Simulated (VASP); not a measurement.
Runs of VASP 6.6.1 on SnO. The structure is that of space group Pmn2_1 (No. 31), or close to it. The cells are those of the table. 

```csv
cell,gap on the mesh (eV),pressure (GPa),largest force (eV/Å)
"a = 3.067, b = 5.277, c = 3.894 Å, 4 atoms",0.91,(c),3.29
"a = 2.943, b = 5.063, c = 3.894 Å, 4 atoms",(b),(a),5.56
"a = 3.440, b = 5.919, c = 3.894 Å, 4 atoms",1.34,-5.9,1.01
"a = 3.191, b = 5.491, c = 3.894 Å, 4 atoms",1.11,9.2,1.49
"a = 2.818, b = 4.849, c = 3.894 Å, 4 atoms",0.09,67.0,8.41
```

Alike in all rows: task single point; level PBEsol; potentials or basis VASP PAW PBE potentials, release 64 (Sn_d, O); no spin polarisation; k mesh 8 × 6 × 8; cutoff (eV) 520; smearing gaussian 0.05 eV.

**Question.** Fill in the values left out.

**Answer.** (a) 40.6; (b) 0.66; (c) 22.1.

Caveats: the PAW data sets were made with another functional, which shifts forces and pressure a little; spin-orbit coupling is left out, which moves the levels of the heavy elements; semilocal functionals underestimate gaps, and a narrow one can read as zero (at least some runs); the stress differs along the axes, from 17 to 25 GPa (at least some runs); the stress differs along the axes, from 33 to 45 GPa (at least some runs); the cell stands under tension (at least some runs); the cell stands under pressure (at least some runs).

A k mesh can miss the band edges, and the runs leave out spin-orbit coupling on Sn.
